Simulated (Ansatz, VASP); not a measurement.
# Two plane-wave programs on CsH

INCAR

```
SYSTEM = CsH
  PREC = Accurate
  ENCUT = 520
  EDIFF = 1E-7
  ISMEAR = 0
  SIGMA = 0.05
  LREAL = .FALSE.
  LASPH = .TRUE.
  NELM = 100
  ALGO = Normal
  ISIF = 2
  LWAVE = .FALSE.
  LCHARG = .FALSE.
  NBANDS = 12
```

Contents of KPOINTS:

```
Automatic mesh
0
G
  8 8 8
  0 0 0
```

File POSCAR:

```
CsH
1.0
    0.0000000000      3.4430400000      2.9329600000
    3.4430400000      0.0000000000      2.9329600000
    3.4430400000      3.4430400000      0.0000000000
Cs H
1 1
Direct
    0.0000000000      0.0000000000      0.0000000000
    0.5000000000      0.5000000000      0.5000000000
```

Input for Ansatz:

```yaml
crystal:
  lattice:
    - [0.0, 3.44304, 2.93296]
    - [3.44304, 0.0, 2.93296]
    - [3.44304, 3.44304, 0.0]
  atoms:
    - { symbol: Cs, position: [0.0, 0.0, 0.0] }
    - { symbol: H, position: [0.5, 0.5, 0.5] }
basis:
  ecutwfc: 420
kpoints:
  mp_grid: { grid: [8, 8, 8] }
hamiltonian:
  xc: lda
scf:
  occupations: { method: gaussian, width: 0.05 }
output:
  forces: true
  stress: true
  eigenvalues: true
```

Change from the starting cell: strain +0.080 along x and y, -0.080 along z, atoms carried along.

Alike in both runs: task single point; functional LDA; k mesh 8 × 8 × 8; occupations gaussian, width 0.05 eV; no spin polarisation.

|  | VASP | Ansatz |
| --- | --- | --- |
| version | VASP 6.6.1 | Ansatz 0.2.0 |
| potentials or method | VASP PAW LDA potentials, release 64 (Cs_sv, H), cutoff 520 eV | scalar-relativistic, plane waves, PAW |
| valence electrons in the cell | 10 | 10 |

|  | VASP | Ansatz | Ansatz less VASP |
| --- | --- | --- | --- |
| gap on the k mesh at the Fermi level (eV) | 1.90 | 1.92 | +0.017 |
| least direct gap on the mesh (eV) | 1.90 | 1.92 | +0.017 |
| pressure (GPa) | -1.1 | -1.1 | -0.01 |
| traceless stress, the component that is largest in VASP (GPa) | 1.98 | 1.93 | -0.054 |

LDA's correlation is that of Perdew and Zunger in VASP and of Perdew and Wang (1992) in Ansatz.

Spin-orbit coupling is off throughout.
